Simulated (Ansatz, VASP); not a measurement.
# PbSe in VASP and in Ansatz

```
Pb Se
1.0
     0.00000    3.09277    3.06215
     3.09277    0.00000    3.06215
     3.09277    3.09277    0.00000
Pb Se
1 1
Direct
  0.00000 0.00000 0.00000
  0.50000 0.50000 0.50000
```

Change from the starting cell: equal xx and yy strain of +1 %, crystal datasets.

Alike in both runs: task electric field gradients; functional PBEsol; k mesh 7 × 7 × 7; occupations fermi-dirac, width 0.02 eV; no spin polarisation.

```csv
,VASP,Ansatz
version,VASP 6.6.1,Ansatz 0.2.0
potentials or method,"VASP PAW PBE potentials, release 64 (Pb_d, Se), cutoff 520 eV","all-electron PAW with datasets made for the crystal, scalar-relativistic"
```

Ansatz gave:

| Item | Value |
| --- | --- |
| gap on the k mesh at the Fermi level (eV) | 0.84 |
| pressure (GPa) | -1.6 |
| traceless stress, the component that is largest in VASP (GPa) | 0.73 |
| size of Vzz on the site where it differs most (V/Å²) | 32.5 |

What did VASP give for the same quantities?

gap on the k mesh at the Fermi level (eV): 0.84; pressure (GPa): -1.6; traceless stress, the component that is largest in VASP (GPa): 0.74; size of Vzz on the site where it differs most (V/Å²): 30.0.

VASP's potentials were made for PBE, not for PBEsol. Ansatz ran all-electron here, and VASP with PAW potentials.

Spin-orbit coupling is off throughout.
